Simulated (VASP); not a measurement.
# CdH2 (Fm-3m) in VASP: further runs

CdH2 is run at these levels: PBEsol; tasks: single point, relaxation of cell and atoms.

All numbers are computed with VASP 6.6.1; they aren't measurements. Logs are shortened: lines on timing, memory, paths and dates and some standing lists are left out, and cuts for length are marked.

### 1 The cell of the first run

It takes space group Fm-3m (No. 225, cubic). The conventional cell has a = 5.015 Å, b = 5.015 Å, c = 5.015 Å, α = 90.00°, β = 90.00°, γ = 90.00°. Cd (site symmetry m-3m) has 8 H at 2.17 Å within 2.9 Å. Within 2.9 Å of H (site symmetry -43m) lie 4 Cd at 2.17 Å and 6 H at 2.51 Å.

### 2 Single point, PBEsol

The input, INCAR:

```
SYSTEM = CdH2
  PREC = Accurate
  ENCUT = 520
  EDIFF = 1E-7
  ISMEAR = -1
  SIGMA = 0.03
  LREAL = .FALSE.
  LASPH = .TRUE.
  NELM = 60
  ALGO = Normal
  ISIF = 2
  LWAVE = .FALSE.
  LCHARG = .FALSE.
  GGA = PS
  NBANDS = 14
```

The input, KPOINTS:

```
regular mesh
0
G
  8 8 8
  0 0 0
```

The input, POSCAR:

```
CdH2
1.0
    0.0000000000      2.5073193196      2.5073193196
    2.5073193196      0.0000000000      2.5073193196
    2.5073193196      2.5073193196      0.0000000000
Cd H
1 2
Direct
    0.0000000000      0.0000000000      0.0000000000
    0.2500000000      0.2500000000      0.2500000000
    0.7500000000      0.7500000000      0.7500000000
```

Potentials or basis: VASP PAW PBE potentials, release 64 (Cd, H).

Started as:

```
$ cat potpaw_PBE.64/Cd/POTCAR potpaw_PBE.64/H/POTCAR > POTCAR
$ mpirun -np 1 vasp_std > vasp.out
```

OUTCAR:

```text
SYSTEM = CdH2
   PREC = Accurate
   ENCUT = 520
   EDIFF = 1E-7
   ISMEAR = -1
   LREAL = .FALSE.
   LASPH = .TRUE.
   NELM = 60
   ISIF = 2
   GGA = PS

 ion  position               nearest neighbor table
   1  0.000  0.000  0.000-   3 2.17   3 2.17   3 2.17   2 2.17   2 2.17   2 2.17   3 2.17   2 2.17

   2  0.250  0.250  0.250-   1 2.17   1 2.17   1 2.17   1 2.17
   3  0.750  0.750  0.750-   1 2.17   1 2.17   1 2.17   1 2.17

  LATTYP: Found a face centered cubic cell.
 ALAT       =     5.0146386392

  Lattice vectors:

 A1 = (   0.0000000000,   2.5073193196,   2.5073193196)
 A2 = (   2.5073193196,   0.0000000000,   2.5073193196)
 A3 = (   2.5073193196,   2.5073193196,   0.0000000000)

Analysis of symmetry for initial positions (statically):
=====================================================================
 Subroutine PRICEL returns:
 Original cell was already a primitive cell.

 Routine SETGRP: Setting up the symmetry group for a
 face centered cubic supercell.

 Subroutine GETGRP returns: Found 48 space group operations
 (whereof 48 operations were pure point group operations)
 out of a pool of 48 trial point group operations.

The static configuration has the point symmetry O_h .

Analysis of symmetry for dynamics (positions and initial velocities):
=====================================================================
 Subroutine PRICEL returns:
 Original cell was already a primitive cell.

 Routine SETGRP: Setting up the symmetry group for a
 face centered cubic supercell.

 Subroutine GETGRP returns: Found 48 space group operations
 (whereof 48 operations were pure point group operations)
 out of a pool of 48 trial point group operations.

The dynamic configuration has the point symmetry O_h .

 Subroutine INISYM returns: Found 48 space group operations
 (whereof 48 operations are pure point group operations),
 and found     1 'primitive' translations

----------------------------------------------------------------------------------------

                                     Primitive cell

  volume of cell :      31.5253

  direct lattice vectors                    reciprocal lattice vectors
     0.000000000  2.507319320  2.507319320    -0.199416164  0.199416164  0.199416164
     2.507319320  0.000000000  2.507319320     0.199416164 -0.199416164  0.199416164
     2.507319320  2.507319320  0.000000000     0.199416164  0.199416164 -0.199416164

  length of vectors
     3.545884987  3.545884987  3.545884987     0.345398927  0.345398927  0.345398927

  position of ions in fractional coordinates (direct lattice)
     0.000000000  0.000000000  0.000000000
     0.250000000  0.250000000  0.250000000
     0.750000000  0.750000000  0.750000000

  ion indices of the primitive-cell ions
   primitive index   ion index
                 1           1
                 2           2
                 3           3

----------------------------------------------------------------------------------------

 KPOINTS: regular mesh

Automatic generation of k-mesh.
 Grid dimensions read from file:
 generate k-points for:    8    8    8

 Generating k-lattice:

  Cartesian coordinates                     Fractional coordinates (reciprocal lattice)
    -0.024927020  0.024927020  0.024927020     0.125000000  0.000000000  0.000000000
     0.024927020 -0.024927020  0.024927020     0.000000000  0.125000000  0.000000000
     0.024927020  0.024927020 -0.024927020     0.000000000  0.000000000  0.125000000

  Length of vectors
     0.043174866  0.043174866  0.043174866

  Shift w.r.t. Gamma in fractional coordinates (k-lattice)
     0.000000000  0.000000000  0.000000000

 Subroutine IBZKPT returns following result:
 ===========================================

 Found     29 irreducible k-points:

 Following reciprocal coordinates:
            Coordinates               Weight
  0.000000  0.000000  0.000000      1.000000
  0.125000  0.000000  0.000000      8.000000
  0.250000  0.000000  0.000000      8.000000
  0.375000  0.000000  0.000000      8.000000
  0.500000  0.000000  0.000000      4.000000
  0.125000  0.125000  0.000000      6.000000
[... 16 lines left out ...]
  0.500000  0.250000  0.125000     48.000000
 -0.375000  0.250000  0.125000     24.000000
 [... further k-points ...]
   k-points           NKPTS =     29   k-points in BZ     NKDIM =     29   number of bands    NBANDS=     14
   number of dos      NEDOS =    301   number of ions     NIONS =      3
   total plane-waves  NPLWV =  21952
   dimension x,y,z NGX =    28 NGY =   28 NGZ =   28
   dimension x,y,z NGXF=    56 NGYF=   56 NGZF=   56
   ions per type =               1   2
   NGX,Y,Z   is equivalent  to a cutoff of  13.13, 13.13, 13.13 a.u.
   NGXF,Y,Z  is equivalent  to a cutoff of  26.26, 26.26, 26.26 a.u.
 SYSTEM =  CdH2
   PREC   = accura    normal or accurate (medium, high low for compatibility)
   ISTART =      0    job   : 0-new  1-cont  2-samecut
   ICHARG =      2    charge: 1-file 2-atom 10-const
   ISPIN  =      1    spin polarized calculation?
   LNONCOLLINEAR =      F non collinear calculations
   LSORBIT =      F    spin-orbit coupling
   LASPH  =      T    aspherical Exc in radial PAW
   ENCUT  =  520.0 eV  38.22 Ry    6.18 a.u.   6.59  6.59  6.59*2*pi/ulx,y,z
   NELM   =     60;   NELMIN=  2; NELMDL= -5     # of ELM steps
   EDIFF  = 0.1E-06   stopping-criterion for ELM
   LREAL  =      F    real-space projection
   EDIFFG = 0.1E-05   stopping-criterion for IOM
   NSW    =      0    number of steps for IOM
   IBRION =     -1    ionic relax: 0-MD 1-quasi-New 2-CG
   NFREE  =      0    steps in history (QN), initial steepest desc. (CG)
   ISIF   =      2    stress and relaxation
   ISYM   =      2    0-nonsym 1-usesym 2-fastsym
   POTIM  = 0.5000    time-step for ionic-motion
   TEBEG  =    0.0;   TEEND  =   0.0 temperature during run
   PSTRESS=    0.0 pullay stress
   NELECT =      14.0000    total number of electrons
   NUPDOWN=      -1.0000    fix difference up-down
   EMIN   =  10.00;   EMAX   =-10.00  energy-range for DOS
   EFERMI =   0.00;   METHOD = LEGACY
   ISMEAR =    -1;   SIGMA  =   0.03  broadening in eV -4-tet -1-fermi 0-gaus
   EFERMI_NEDOS =   21; number of points for ismear=-14 and -15
   IALGO  =     38    algorithm
   IMIX   =      4    mixing-type and parameters
     AMIX     =   0.40;   BMIX     =  1.00
     AMIX_MAG =   1.60;   BMIX_MAG =  1.00
  volume/ion in A,a.u.               =      10.51        70.91
  Fermi-wavevector in a.u.,A,eV,Ry     =   1.249006  2.360279 21.225307  1.560016
  Thomas-Fermi vector in A             =   2.383066
   LORBIT       =      0    0 simple, 1 ext, 2 COOP (PROOUT), +10 PAW based schemes
   GGA     = PS    functional components
   LHFCALC =     F    Hartree Fock is set to
   AEXX    =    0.0000 exact exchange contribution
   IVDW    =     0    specifies the selected vdW correction
   LEPSILON=     F    determine dielectric tensor
   LRPA    =     F    only Hartree local field effects (RPA)
 non-spin polarized calculation
  energy-cutoff  :      520.00
  volume of cell :       31.53
 maximum number of plane-waves:       877
 NGX is ok and might be reduce to    28
   NGX = 13   NGY = 13   NGZ = 13

 number of electron      13.9999994 magnetization

 Free energy of the ion-electron system (eV)
  ---------------------------------------------------
  ext. energy  EPLUGINS =         0.00000000
  ---------------------------------------------------
  free energy    TOTEN  =        -6.18354072 eV

  energy without entropy =       -6.18111207  energy(sigma->0) =       -6.18232639

 E-fermi :   1.6440     XC(G=0): -10.3969

 val. band max:        1.5273993361   @ k =   0.5000   0.3750   0.0000
 cond. band min:       1.6596417747   @ k =   0.2500   0.1250   0.0000
 fundamental gap:      0.1322424386
 Fermi energy:         1.6440161979

 k-point     1 :       0.0000    0.0000    0.0000
  band No.  band energies     occupation
      1      -8.2849      2.00000
      2      -7.1191      2.00000
      3      -7.1191      2.00000
      4      -7.1191      2.00000
      5      -6.8191      2.00000
      6      -6.8191      2.00000
      7       2.0381      0.00000
      8      12.2303      0.00000
      9      12.2303      0.00000
     10      12.2303      0.00000
     11      12.4438      0.00000
     12      13.9053      0.00000
     13      13.9053      0.00000
     14      13.9053      0.00000

 k-point     2 :       0.1250    0.0000    0.0000
  band No.  band energies     occupation
      1      -8.0220      2.00000
      2      -7.1706      2.00000
      3      -7.0867      2.00000
      4      -7.0867      2.00000
      5      -6.8228      2.00000
      6      -6.8228      2.00000
      7       1.9596      0.00005
      8       9.4691      0.00000
      9      11.4129      0.00000
     10      11.4292      0.00000
     11      11.4292      0.00000
     12      15.0686      0.00000
     13      15.0686      0.00000
     14      15.8503      0.00000

 k-point     3 :       0.2500    0.0000    0.0000
  band No.  band energies     occupation
      1      -7.7179      2.00000
      2      -7.0462      2.00000
      3      -7.0462      2.00000
      4      -6.7908      2.00000
      5      -6.7908      2.00000
      6      -6.7739      2.00000
      7       1.1669      2.00000
      8       7.2683      0.00000
      9       9.7888      0.00000
     10      10.4723      0.00000
     11      10.4723      0.00000
     12      14.5830      0.00000
     13      14.5830      0.00000
     14      17.2813      0.00000

 k-point     4 :       0.3750    0.0000    0.0000
  band No.  band energies     occupation
      1      -7.8541      2.00000
      2      -7.0581      2.00000
      3      -7.0581      2.00000
      4      -6.7016      2.00000
      5      -6.7016      2.00000
      6      -5.3371      2.00000
      7      -0.8411      2.00000
      8       6.8884      0.00000
      9       8.4526      0.00000
     10       9.8348      0.00000
     11       9.8348      0.00000
     12      13.5614      0.00000
     13      13.5614      0.00000
     14      19.0602      0.00000

 k-point     5 :       0.5000    0.0000    0.0000
  band No.  band energies     occupation
      1      -7.9303      2.00000
      2      -7.0712      2.00000
      3      -7.0712      2.00000
      4      -6.6550      2.00000
      5      -6.6550      2.00000
      6      -3.6890      2.00000
      7      -2.8055      2.00000
      8       7.3168      0.00000
      9       7.6104      0.00000
     10       9.6080      0.00000
     11       9.6080      0.00000
[... 276 lines left out ...]
 k-point    22 :       0.3750    0.2500    0.1250
  band No.  band energies     occupation
      1      -7.4957      2.00000
      2      -7.2782      2.00000
      3      -7.0057      2.00000
      4      -6.8987      2.00000
      5      -6.7739      2.00000
      6      -5.9846      2.00000
      7       1.1699      2.00000
      8       5.2942      0.00000
      9       7.3637      0.00000
     10       8.7992      0.00000
     11      11.7588      0.00000
     12      14.2106      0.00000
     13      16.1765      0.00000
     14      18.8287      0.00000

 k-point    23 :       0.5000    0.2500    0.1250
  band No.  band energies     occupation
      1      -7.6209      2.00000
      2      -7.2425      2.00000
      3      -7.0019      2.00000
      4      -6.8801      2.00000
      5      -6.7159      2.00000
      6      -4.5403      2.00000
      7      -0.3795      2.00000
      8       3.9824      0.00000
      9       6.1622      0.00000
     10       9.2680      0.00000
     11      11.2156      0.00000
     12      14.8851      0.00000
     13      16.9811      0.00000
     14      17.9313      0.00000

 k-point    24 :      -0.3750    0.2500    0.1250
  band No.  band energies     occupation
      1      -7.6836      2.00000
      2      -7.2412      2.00000
      3      -6.9579      2.00000
      4      -6.9115      2.00000
      5      -6.6760      2.00000
      6      -2.7097      2.00000
      7      -2.4250      2.00000
      8       3.7464      0.00000
      9       5.6884      0.00000
     10       9.5864      0.00000
     11      10.7103      0.00000
     12      16.3859      0.00000
     13      16.6847      0.00000
     14      18.3755      0.00000

 [... further k-points ...]
[... 5 lines left out ...]
  --------------------------------------------------------------------------------------
  -------------------------------------------------------------------------------------
  Total        0.0602598      0.0602598      0.0602598     -0.0000000      0.0000000     -0.0000000
  in kB        3.0625228      3.0625228      3.0625228     -0.0000000      0.0000000     -0.0000000
  external PRESSURE =       3.0625228 kB  Pullay stress =       0.0000000 kB

 VOLUME and BASIS-vectors are now :
 -----------------------------------------------------------------------------
  energy-cutoff  :      520.00
  volume of cell :       31.53
      direct lattice vectors                 reciprocal lattice vectors
     0.000000000  2.507319320  2.507319320    -0.199416164  0.199416164  0.199416164
     2.507319320  0.000000000  2.507319320     0.199416164 -0.199416164  0.199416164
     2.507319320  2.507319320  0.000000000     0.199416164  0.199416164 -0.199416164

 POSITION                                       TOTAL-FORCE (eV/Angst)
 -----------------------------------------------------------------------------------
      0.00000      0.00000      0.00000         0.000000      0.000000      0.000000
      1.25366      1.25366      1.25366         0.000000      0.000000      0.000000
      3.76098      3.76098      3.76098        -0.000000     -0.000000     -0.000000
 -----------------------------------------------------------------------------------
    total drift:                               -0.000000     -0.000000      0.000000

  FREE ENERGIE OF THE ION-ELECTRON SYSTEM (eV)
  ---------------------------------------------------
  free  energy   TOTEN  =        -6.1835407191 eV

  energy  without entropy=       -6.1811120670  energy(sigma->0) =       -6.18232639
```

Wall time 7.5 s (1 thread of Intel Xeon 6975P-C (Granite Rapids), shared host); peak memory 0.15 GiB.

What came out:

```yaml
Free_energy: -6.1835 eV
Pressure: 0.3 GPa
Band_gap_on_the_k_mesh: zero (band 7 reaches 2.04 eV, above the bottom of band 8 at 0.90 eV)
```

Caveat: the PAW data sets were made with another functional, which shifts forces and pressure a little.

### 3 Relaxation of cell and atoms, PBEsol

This run uses another cell than the first one, of 6.90 Å³/atom, 0.656 times its volume.

The input, INCAR:

```
SYSTEM = CdH2
PREC = Accurate
ENCUT = 600
EDIFF = 1E-6
ISMEAR = -1
SIGMA = 0.03
LREAL = .FALSE.
LASPH = .TRUE.
NELM = 60
ALGO = Normal
ISIF = 3
LWAVE = .FALSE.
LCHARG = .FALSE.
GGA = PS
IBRION = 2
NSW = 100
EDIFFG = -0.01
```

The input, KPOINTS:

```
Automatic mesh
0
G
  8 8 8
  0 0 0
```

The input, POSCAR:

```
CdH2
1.0
    0.0000000000      2.1790588726      2.1790588726
    2.1790588726      0.0000000000      2.1790588726
    2.1790588726      2.1790588726      0.0000000000
Cd H
1 2
Direct
    0.0000000000      0.0000000000      0.0000000000
    0.2500000000      0.2500000000      0.2500000000
    0.7500000000      0.7500000000      0.7500000000
```

Potentials or basis: VASP PAW PBE potentials, release 64 (Cd, H).

Started as:

```
$ cat potpaw_PBE.64/Cd/POTCAR potpaw_PBE.64/H/POTCAR > POTCAR
$ mpirun -np 1 vasp_std > vasp.out
```

Run time: 12 s. Hardware: 1 thread of Intel Xeon 6975P-C (Granite Rapids), shared host; peak memory 0.16 GiB.

Results (log left out):

| Quantity | Value |
| --- | --- |
| Free energy | -6.1706 eV |
| Relaxed volume | 10.54 Å³/atom |
| Relaxed cell | a = 3.550 Å, b = 3.550 Å, c = 3.550 Å, α = 60.00°, β = 60.00°, γ = 60.00° |
| Space group after relaxing (to 0.05 Å) | Fm-3m (No. 225) |
| Energy gained by relaxing | 560.0 meV/atom |
| Ionic steps | 3 |
| Pressure after relaxing | -0.1 GPa |
| Band gap on the k mesh | zero (band 7 reaches 2.02 eV, above the bottom of band 8 at 0.88 eV) |

The path:
```tsv
step	energy change (eV)	largest force (eV/Å)	pressure (GPa)	volume (Å³)
1	0.0000	0.0000	71.51	20.69
2	-1.6797	0.0000	0.42	31.35
3	-1.6799	0.0000	-0.13	31.62
```

Final structure:
```
CELL_PARAMETERS angstrom
0.00000 2.50989 2.50989
2.50989 0.00000 2.50989
2.50989 2.50989 0.00000
ATOMIC_POSITIONS crystal
Cd 0.00000 0.00000 0.00000
H 0.25000 0.25000 0.25000
H 0.75000 0.75000 0.75000
```

Levels at points of the mesh, in eV from the Fermi level:
```
           k point  band 4  band 5  band 6  band 7  band 8  band 9  band 10  band 11
(0.00, 0.00, 0.00)   -8.76   -8.46   -8.46    0.40   10.56   10.56    10.56    10.78
(0.50, 0.00, 0.00)   -8.30   -8.30   -5.32   -4.45    5.65    5.96     7.95     7.95
(0.50, 0.50, 0.00)   -8.28   -8.28   -5.45   -0.90    0.23    3.98     3.98     7.83
```

Caveat: the volume moved by over 15 % at a fixed basis, so the end points are rough; the PAW data sets were made with another functional, which shifts forces and pressure a little.
